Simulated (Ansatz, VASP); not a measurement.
**One calculation of Ti, two programs**

```
CELL_PARAMETERS angstrom
2.93995 0.00000 0.00000
-1.46997 2.54607 0.00000
0.00000 0.00000 26.43620
ATOMIC_POSITIONS crystal
Ti 0.00000 0.00000 0.41610
Ti 0.33333 0.66667 0.50000
Ti 0.00000 0.00000 0.58390
```

Alike in both runs: task single point; functional PBE; k mesh 13 × 13 × 1; occupations fermi-dirac, width 0.05 eV; no spin polarisation.

```csv
,VASP,Ansatz
version,VASP 6.6.1,Ansatz 0.2.0
potentials or method,"VASP PAW PBE potentials, release 64 (Ti_sv), cutoff 520 eV","all-electron LAPW, scalar-relativistic"
```

Ansatz gave:

| Item | Value |
| --- | --- |
| rms of the force components (eV/Å) | 0.004 |

Q: Which values does VASP return?

A: rms of the force components (eV/Å): 0.003.

Atom by atom the forces differ by 0.006 eV/Å (rms over components). Ansatz ran all-electron here, and VASP with PAW potentials.
